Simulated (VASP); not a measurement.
A run of VASP 6.6.1 is set up as follows.

INCAR

```
ALGO     = Normal         # electronic algorithm
EDIFF    = 1E-6           # SCF threshold, eV
ENCUT    = 520            # plane-wave cutoff, eV
GGA      = PS             # functional
ISIF     = 2              # what is computed and relaxed
ISMEAR   = 0              # smearing method
LASPH    = T              # aspherical terms in the spheres
LCHARG   = T              # write CHGCAR
LELF     = T              # ELF
LREAL    = F              # projectors in reciprocal space
LVHAR    = T            
LWAVE    = F              # write WAVECAR
NBANDS   = 16             # bands
NELM     = 100            # most SCF steps
PREC     = Accurate       # precision mode
SIGMA    = 0.15           # smearing width, eV
```

Contents of KPOINTS:

```
k-points
0
Gamma
  30 30 24
```

Contents of POSCAR:

```
TiO
1.0
    2.7016754337      0.0000000000      0.0000000000
   -1.3508377168      2.3397195583      0.0000000000
    0.0000000000      0.0000000000      2.9773737593
Ti O
1 1
Direct
    0.6666666667      0.3333333333      0.0000000000
    0.0000000000      0.0000000000      0.5000000000
```

Potentials or basis: VASP PAW PBE potentials, release 64 (Ti_sv, O).

Launch:

```console
$ cat potpaw_PBE.64/Ti_sv/POTCAR potpaw_PBE.64/O/POTCAR > POTCAR
$ mpirun -np 1 vasp_std > vasp.out
```

**Question.** Predict the pressure.

**Answer.** -0.6 GPa.

Stress tensor (GPa, compression positive):
```
 13.00   0.00   0.00
  0.00  13.00   0.00
  0.00   0.00 -27.72
```

Caveat: the PAW data sets were made with another functional, which shifts forces and pressure a little.
